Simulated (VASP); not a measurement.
# Ti (I4/mmm) in VASP: notebook, part 2 of 2

VASP 6.6.1. The steps go on from the part before.

### 3 Single point, PBE (zz strain of -2 %)

The input, INCAR:

```
PREC = Accurate
ENCUT = 520
EDIFF = 1E-7
ISMEAR = -1
SIGMA = 0.05
LREAL = False
LASPH = True
NELM = 100
ALGO = Normal
ISIF = 2
LWAVE = False
LCHARG = False
GGA = PE
NBANDS = 12
```

The input, KPOINTS:

```
Automatic mesh
0
Gamma
  15 15 15
```

The input, POSCAR:

```
Ti
1.0
    0.0000000000      2.0300000000      1.9894000000
    2.0300000000      0.0000000000      1.9894000000
    2.0300000000      2.0300000000      0.0000000000
Ti
1
Direct
    0.0000000000      0.0000000000      0.0000000000
```

Potentials or basis: VASP PAW PBE potentials, release 64 (Ti_sv).

Launch:

```console
$ cat potpaw_PBE.64/Ti_sv/POTCAR > POTCAR
$ mpirun -np 1 vasp_std > vasp.out
```

OUTCAR:

```text
PREC = Accurate
   ENCUT = 520
   EDIFF = 1E-7
   ISMEAR = -1
   LREAL = False
   LASPH = True
   NELM = 100
   ISIF = 2
   GGA = PE

 ion  position               nearest neighbor table
   1  0.000  0.000  0.000-

  LATTYP: Found a body centered tetragonal cell.
 ALAT       =     2.8708535316
 C/A-ratio  =     1.3859292911

  Lattice vectors:

 A1 = (   0.0000000000,  -2.0300000000,  -1.9894000000)
 A2 = (   0.0000000000,   2.0300000000,  -1.9894000000)
 A3 = (   2.0300000000,   0.0000000000,   1.9894000000)

Analysis of symmetry for initial positions (statically):
=====================================================================
 Subroutine PRICEL returns:
 Original cell was already a primitive cell.

 Routine SETGRP: Setting up the symmetry group for a
 body centered tetragonal supercell.

 Subroutine GETGRP returns: Found 16 space group operations
 (whereof 16 operations were pure point group operations)
 out of a pool of 16 trial point group operations.

The static configuration has the point symmetry D_4h.

Analysis of symmetry for dynamics (positions and initial velocities):
=====================================================================
 Subroutine PRICEL returns:
 Original cell was already a primitive cell.

 Routine SETGRP: Setting up the symmetry group for a
 body centered tetragonal supercell.

 Subroutine GETGRP returns: Found 16 space group operations
 (whereof 16 operations were pure point group operations)
 out of a pool of 16 trial point group operations.

The dynamic configuration has the point symmetry D_4h.

 Subroutine INISYM returns: Found 16 space group operations
 (whereof 16 operations are pure point group operations),
 and found     1 'primitive' translations

----------------------------------------------------------------------------------------

                                     Primitive cell

  volume of cell :      16.3962

  direct lattice vectors                    reciprocal lattice vectors
     0.000000000  2.030000000  1.989400000    -0.246305419  0.246305419  0.251332060
     2.030000000  0.000000000  1.989400000     0.246305419 -0.246305419  0.251332060
     2.030000000  2.030000000  0.000000000     0.246305419  0.246305419 -0.251332060

  length of vectors
     2.842289985  2.842289985  2.870853532     0.429535241  0.429535241  0.429535241

  position of ions in fractional coordinates (direct lattice)
     0.000000000  0.000000000  0.000000000

  ion indices of the primitive-cell ions
   primitive index   ion index
                 1           1

----------------------------------------------------------------------------------------

 KPOINTS: Automatic mesh

Automatic generation of k-mesh.
 Grid dimensions read from file:
 generate k-points for:   15   15   15

 Generating k-lattice:

  Cartesian coordinates                     Fractional coordinates (reciprocal lattice)
    -0.016420361  0.016420361  0.016755471     0.066666667 -0.000000000  0.000000000
     0.016420361 -0.016420361  0.016755471    -0.000000000  0.066666667  0.000000000
     0.016420361  0.016420361 -0.016755471     0.000000000  0.000000000  0.066666667

  Length of vectors
     0.028635683  0.028635683  0.028635683

  Shift w.r.t. Gamma in fractional coordinates (k-lattice)
     0.000000000  0.000000000  0.000000000

 Subroutine IBZKPT returns following result:
 ===========================================

 Found    288 irreducible k-points:

 Following reciprocal coordinates:
            Coordinates               Weight
  0.000000  0.000000  0.000000      1.000000
  0.066667  0.000000  0.000000      8.000000
  0.133333 -0.000000  0.000000      8.000000
  0.200000 -0.000000  0.000000      8.000000
  0.266667 -0.000000  0.000000      8.000000
  0.333333  0.000000  0.000000      8.000000
[... 16 lines left out ...]
  0.133333  0.133333  0.000000      2.000000
  0.200000  0.133333  0.000000      8.000000
 [... further k-points ...]
   k-points           NKPTS =    288   k-points in BZ     NKDIM =    288   number of bands    NBANDS=     12
   number of dos      NEDOS =    301   number of ions     NIONS =      1
   total plane-waves  NPLWV =  13824
   dimension x,y,z NGX =    24 NGY =   24 NGZ =   24
   dimension x,y,z NGXF=    48 NGYF=   48 NGZF=   48
   ions per type =               1
   NGX,Y,Z   is equivalent  to a cutoff of  14.04, 14.04, 13.90 a.u.
   NGXF,Y,Z  is equivalent  to a cutoff of  28.08, 28.08, 27.80 a.u.
 SYSTEM =  unknown system
   PREC   = accura    normal or accurate (medium, high low for compatibility)
   ISTART =      0    job   : 0-new  1-cont  2-samecut
   ICHARG =      2    charge: 1-file 2-atom 10-const
   ISPIN  =      1    spin polarized calculation?
   LNONCOLLINEAR =      F non collinear calculations
   LSORBIT =      F    spin-orbit coupling
   LASPH  =      T    aspherical Exc in radial PAW
   ENCUT  =  520.0 eV  38.22 Ry    6.18 a.u.   5.28  5.28  5.34*2*pi/ulx,y,z
   NELM   =    100;   NELMIN=  2; NELMDL= -5     # of ELM steps
   EDIFF  = 0.1E-06   stopping-criterion for ELM
   LREAL  =      F    real-space projection
   EDIFFG = 0.1E-05   stopping-criterion for IOM
   NSW    =      0    number of steps for IOM
   IBRION =     -1    ionic relax: 0-MD 1-quasi-New 2-CG
   NFREE  =      0    steps in history (QN), initial steepest desc. (CG)
   ISIF   =      2    stress and relaxation
   ISYM   =      2    0-nonsym 1-usesym 2-fastsym
   POTIM  = 0.5000    time-step for ionic-motion
   TEBEG  =    0.0;   TEEND  =   0.0 temperature during run
   PSTRESS=    0.0 pullay stress
   NELECT =      12.0000    total number of electrons
   NUPDOWN=      -1.0000    fix difference up-down
   EMIN   =  10.00;   EMAX   =-10.00  energy-range for DOS
   EFERMI =   0.00;   METHOD = LEGACY
   ISMEAR =    -1;   SIGMA  =   0.05  broadening in eV -4-tet -1-fermi 0-gaus
   EFERMI_NEDOS =   21; number of points for ismear=-14 and -15
   IALGO  =     38    algorithm
   IMIX   =      4    mixing-type and parameters
     AMIX     =   0.40;   BMIX     =  1.00
     AMIX_MAG =   1.60;   BMIX_MAG =  1.00
  volume/ion in A,a.u.               =      16.40       110.65
  Fermi-wavevector in a.u.,A,eV,Ry     =   1.475323  2.787957 29.614151  2.176579
  Thomas-Fermi vector in A             =   2.589986
   LORBIT       =      0    0 simple, 1 ext, 2 COOP (PROOUT), +10 PAW based schemes
   GGA     = PE    functional components
   LHFCALC =     F    Hartree Fock is set to
   AEXX    =    0.0000 exact exchange contribution
   IVDW    =     0    specifies the selected vdW correction
   LEPSILON=     F    determine dielectric tensor
   LRPA    =     F    only Hartree local field effects (RPA)
 non-spin polarized calculation
  energy-cutoff  :      520.00
  volume of cell :       16.40
 maximum number of plane-waves:       453
 NGX is ok and might be reduce to    24
   NGX = 11   NGY = 11   NGZ = 11

 number of electron      12.0000001 magnetization

 Free energy of the ion-electron system (eV)
  ---------------------------------------------------
  ext. energy  EPLUGINS =         0.00000000
  ---------------------------------------------------
  free energy    TOTEN  =        -7.76524075 eV

  energy without entropy =       -7.75148788  energy(sigma->0) =       -7.75836431

 E-fermi :   8.8474     XC(G=0): -11.7728

 val. band max:        8.8449452577   @ k =  -0.3333   0.0667   0.0000
 cond. band min:       8.8479819965   @ k =  -0.2667   0.3333   0.2000
 fundamental gap:      0.0030367389
 Fermi energy:         8.8473813634

 k-point     1 :       0.0000    0.0000    0.0000
  band No.  band energies     occupation
      1     -47.7715      2.00000
      2     -23.5596      2.00000
      3     -23.5596      2.00000
      4     -23.5545      2.00000
      5       2.6168      2.00000
      6       9.7007      0.00000
      7       9.7007      0.00000
      8       9.8653      0.00000
      9      11.4172      0.00000
     10      11.6122      0.00000
     11      24.4200      0.00000
     12      29.0002      0.00000
[... 331 lines left out ...]
 k-point    24 :       0.2000    0.1333    0.0000
  band No.  band energies     occupation
      1     -47.7156      2.00000
      2     -23.7893      2.00000
      3     -23.6348      2.00000
      4     -23.6248      2.00000
      5       3.9245      2.00000
      6       8.9571      0.20047
      7      10.2140      0.00000
      8      10.2372      0.00000
      9      10.8919      0.00000
     10      11.7139      0.00000
     11      25.0532      0.00000
     12      25.7803      0.00000

 [... further k-points ...]

------------------------ aborting loop because EDIFF is reached ----------------------------------------

  FORCE on cell =-STRESS in cart. coord.  units (eV):
  Direction    XX          YY          ZZ          XY          YZ          ZX
  --------------------------------------------------------------------------------------
  -------------------------------------------------------------------------------------
  Total        0.6527043      0.6527043      0.7453182      0.0000000     -0.0000000     -0.0000000
  in kB       63.7797621     63.7797621     72.8296299      0.0000000     -0.0000000     -0.0000000
  external PRESSURE =      66.7963847 kB  Pullay stress =       0.0000000 kB

 VOLUME and BASIS-vectors are now :
 -----------------------------------------------------------------------------
  energy-cutoff  :      520.00
  volume of cell :       16.40
      direct lattice vectors                 reciprocal lattice vectors
     0.000000000  2.030000000  1.989400000    -0.246305419  0.246305419  0.251332060
     2.030000000  0.000000000  1.989400000     0.246305419 -0.246305419  0.251332060
     2.030000000  2.030000000  0.000000000     0.246305419  0.246305419 -0.251332060

 POSITION                                       TOTAL-FORCE (eV/Angst)
 -----------------------------------------------------------------------------------
      0.00000      0.00000      0.00000         0.000000     -0.000000      0.000000
 -----------------------------------------------------------------------------------
    total drift:                                0.000000      0.000000      0.000000

  FREE ENERGIE OF THE ION-ELECTRON SYSTEM (eV)
  ---------------------------------------------------
  free  energy   TOTEN  =        -7.7652407465 eV

  energy  without entropy=       -7.7514878802  energy(sigma->0) =       -7.75836431
```

stdout:

```text
POSCAR found type information on POSCAR Ti
 POSCAR found :  1 types and       1 ions
 scaLAPACK will be used
 LDA part: xc-table for (Slater+PW92), standard interpolation
 POSCAR, INCAR and KPOINTS ok, starting setup
 FFT: planning ... GRIDC
 FFT: planning ... GRID_SOFT
 FFT: planning ... GRID
 WAVECAR not read
 entering main loop
```

It took 42 s on 1 thread of Intel Xeon Platinum 8259CL at 2.50GHz (Skylake/Cascade Lake), shared host; peak memory 0.18 GiB.

Results:

```
Free energy            : -7.7652 eV
Pressure               : 6.7 GPa
Band gap on the k mesh : zero (bands 6 and 7 overlap by 1.18 eV)
```

Caveat: the cell differs from its parent crystal (zz strain of -2 %); the cell stands under pressure.

### 4 Single point, PBE (zz strain of -1 %)

The input, INCAR:

```
PREC = Accurate
ENCUT = 520
EDIFF = 1E-6
ISMEAR = -1
SIGMA = 0.05
LREAL = False
LASPH = True
NELM = 60
ALGO = Normal
ISIF = 2
LWAVE = False
LCHARG = True
GGA = PE
LELF = True
LVHAR = True
NBANDS = 12
```

The input, KPOINTS:

```
regular mesh
0
Gamma
  15 15 15
```

The input, POSCAR:

```
Ti
1.0
    0.0000000000      2.0300000000      2.0097000000
    2.0300000000      0.0000000000      2.0097000000
    2.0300000000      2.0300000000      0.0000000000
Ti
1
Direct
    0.0000000000      0.0000000000      0.0000000000
```

Launch:

```console
$ cat potpaw_PBE.64/Ti_sv/POTCAR > POTCAR
$ mpirun -np 1 vasp_std > vasp.out
```

Run time: 40 s. Hardware: 1 thread of Intel Xeon Platinum 8259CL at 2.50GHz (Skylake/Cascade Lake), shared host; peak memory 0.18 GiB.

It converged, with:

```
Free energy            : -7.7721 eV
Pressure               : 5.4 GPa
Band gap on the k mesh : zero (bands 6 and 7 overlap by 1.18 eV)
```

Stress tensor (GPa, compression positive):
```
5.25 0.00 0.00
0.00 5.25 0.00
0.00 0.00 5.69
```

Levels at points of the mesh, in eV from the Fermi level:
```
           k point  band 4  band 5  band 6  band 7  band 8  band 9
(0.00, 0.00, 0.00)  -32.44   -6.21    0.87    0.87    0.95    2.59
```

Caveat: the cell differs from its parent crystal (zz strain of -1 %); the cell stands under pressure.

### 5 Single point, PBE (zz strain of +1 %)

The input, INCAR:

```
PREC = Accurate
ENCUT = 520
EDIFF = 1E-7
ISMEAR = -1
SIGMA = 0.05
LREAL = F
LASPH = T
NELM = 100
ALGO = Normal
ISIF = 2
LWAVE = F
LCHARG = F
GGA = PE
NBANDS = 12
```

The input, KPOINTS:

```
Automatic mesh
0
Gamma
  15 15 15
```

The input, POSCAR:

```
Ti
1.0
    0.0000000000      2.0300000000      2.0503000000
    2.0300000000      0.0000000000      2.0503000000
    2.0300000000      2.0300000000      0.0000000000
Ti
1
Direct
    0.0000000000      0.0000000000      0.0000000000
```

Launch:

```console
$ cat potpaw_PBE.64/Ti_sv/POTCAR > POTCAR
$ mpirun -np 1 vasp_std > vasp.out
```

Run time: 42 s. Hardware: 1 thread of Intel Xeon Platinum 8259CL at 2.50GHz (Skylake/Cascade Lake), shared host; peak memory 0.18 GiB.

It converged, with:

```yaml
Free_energy: -7.7809 eV
Pressure: 3.0 GPa
Band_gap_on_the_k_mesh: zero (bands 6 and 7 overlap by 1.14 eV)
```

Stress tensor (GPa, compression positive):
```
3.09 0.00 0.00
0.00 3.09 0.00
0.00 0.00 2.71
```

Levels at points of the mesh, in eV from the Fermi level:
```
           k point  band 3  band 4  band 5  band 6  band 7  band 8  band 9  band 10
(0.00, 0.00, 0.00)  -32.49  -32.49   -6.16    0.84    0.92    0.92    2.53     2.63
```

Caveat: the cell differs from its parent crystal (zz strain of +1 %).

### 6 Summary

| cell | gap on the mesh (eV) | pressure (GPa) |
| --- | --- | --- |
| a = 2.828, b = 2.828, c = 2.871 Å, angles 59.5, 59.5, 61.0°, 1 atom | none | 8.0 |
| a = 2.842, b = 2.842, c = 2.871 Å, angles 59.7, 59.7, 60.7°, 1 atom | none | 6.7 |
| a = 2.857, b = 2.857, c = 2.871 Å, angles 59.8, 59.8, 60.3°, 1 atom | none | 5.4 |
| a = 2.885, b = 2.885, c = 2.871 Å, angles 60.2, 60.2, 59.7°, 1 atom | none | 3.0 |

Alike in all rows: task single point; level PBE; potentials or basis VASP PAW PBE potentials, release 64 (Ti_sv); no spin polarisation; k mesh 15 × 15 × 15; cutoff (eV) 520; smearing fermi-dirac 0.05 eV.

Caveats: the cell stands under pressure (at least some runs).

Total energies depend on the potentials used, so only differences within one code and one set of settings carry meaning.
